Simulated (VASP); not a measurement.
Runs of VASP 6.6.1 on CoW3. The structure is that of space group Pm-3m (No. 221), or close to it. The cells are those of the table. 

| cell | further INCAR settings | gap on the mesh (eV) | pressure (GPa) |
| --- | --- | --- | --- |
| a = 4.051 Å, 4 atoms | ALGO = Fast; EDIFF = 1e-06; NBANDS = 34 | none | -31.7 |
| a = 3.665, b = 3.665, c = 3.858 Å, 4 atoms | ALGO = Fast; EDIFF = 1e-06; NBANDS = 34 | none | (a) |
| a = 3.665, b = 3.665, c = 3.762 Å, 4 atoms | ALGO = Fast; EDIFF = 1e-06; NBANDS = 34 | none | 51.5 |
| a = 3.762 Å, 4 atoms | ALGO = Fast; EDIFF = 1e-06; NBANDS = 34 | none | 27.5 |
| a = 3.955 Å, 4 atoms | ALGO = Fast; EDIFF = 1e-06; NBANDS = 34 | none | -18.4 |
| a = 3.665 Å, 4 atoms | ALGO = Fast; EDIFF = 1e-07; NBANDS = 34 | none | (b) |

Alike in all rows: task single point; level PBEsol; potentials or basis VASP PAW PBE potentials, release 64 (Co, W_sv); no spin polarisation; k mesh 12 × 12 × 12; cutoff (eV) 520; smearing gaussian 0.15 eV.

Q: Estimate the missing entries.

A: (a) 39.6; (b) 65.1.

Caveats: the PAW data sets were made with another functional, which shifts forces and pressure a little; spin-orbit coupling is left out, which moves the levels of the heavy elements.

A k mesh can miss the band edges, and the runs leave out spin-orbit coupling on W.

A gap of «none» marks levels without a gap at the run's occupations.
